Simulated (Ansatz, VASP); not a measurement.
## Si: VASP beside Ansatz

File INCAR:

```
PREC = Accurate ; ENCUT = 520
EDIFF = 1E-6 ; ISMEAR = -1
SIGMA = 0.08 ; LREAL = F
LASPH = T ; NELM = 60
ALGO = Normal ; ISIF = 2
LWAVE = F ; LCHARG = F
GGA = CA ; NBANDS = 11
```

The input KPOINTS:

```
Automatic mesh
0
Gamma
  11 11 11
```

Contents of POSCAR:

```
Si
1.0
    0.0000000000      2.6611606000      2.7154700000
    2.6611606000      0.0000000000      2.7154700000
    2.6611606000      2.6611606000      0.0000000000
Si
2
Direct
    0.5000000000      0.5000000000      0.5000000000
    0.7500000000      0.7500000000      0.7500000000
```

Input for Ansatz:

```yaml
crystal:
  lattice:
    - [0.0, 2.6611606, 2.71547]
    - [2.6611606, 0.0, 2.71547]
    - [2.6611606, 2.6611606, 0.0]
  atoms:
    - { symbol: Si, position: [0.5, 0.5, 0.5] }
    - { symbol: Si, position: [0.75, 0.75, 0.75] }
kpoints:
  mp_grid: { grid: [11, 11, 11] }
  band_path:
    path:
      - [0.0, 0.0, 0.0]
      - [0.0, 0.5, 0.5]
      - [0.25, 0.75, 0.5]
      - [0.0, 0.5, 0.0]
      - [0.0, 0.0, 0.0]
      - [0.5, 0.5, 0.0]
      - [0.37005, 0.62995, 0.0]
      - [-0.37005, 0.37005, 0.0]
      - [0.0, 0.0, 0.0]
    npoints: 5
scf:
  occupations: { method: fermi_dirac, width: 0.08 }
hamiltonian:
  xc: lda
  pseudopotentials: { kind: all_electron, lapw: { basis_error: 0.00025 } }
output:
  forces: true
  stress: true
  eigenvalues: true
```

Change from the starting cell: equal xx and yy strain of -2 %.

Alike in both runs: task single point; functional LDA; k mesh 11 × 11 × 11; occupations fermi-dirac, width 0.08 eV; no spin polarisation.

```csv
,VASP,Ansatz
version,VASP 6.6.1,Ansatz 0.2.0
potentials or method,"VASP PAW LDA potentials, release 64 (Si), cutoff 520 eV","all-electron LAPW, scalar-relativistic"
```

|  | VASP | Ansatz | Ansatz less VASP |
| --- | --- | --- | --- |
| pressure (GPa) | 2.5 | 2.4 | -0.12 |
| traceless stress, the component that is largest in VASP (GPa) | -1.33 | -1.33 | -0.003 |

LDA's correlation is that of Perdew and Zunger in VASP and of Perdew and Wang (1992) in Ansatz. Ansatz ran all-electron here, and VASP with PAW potentials.
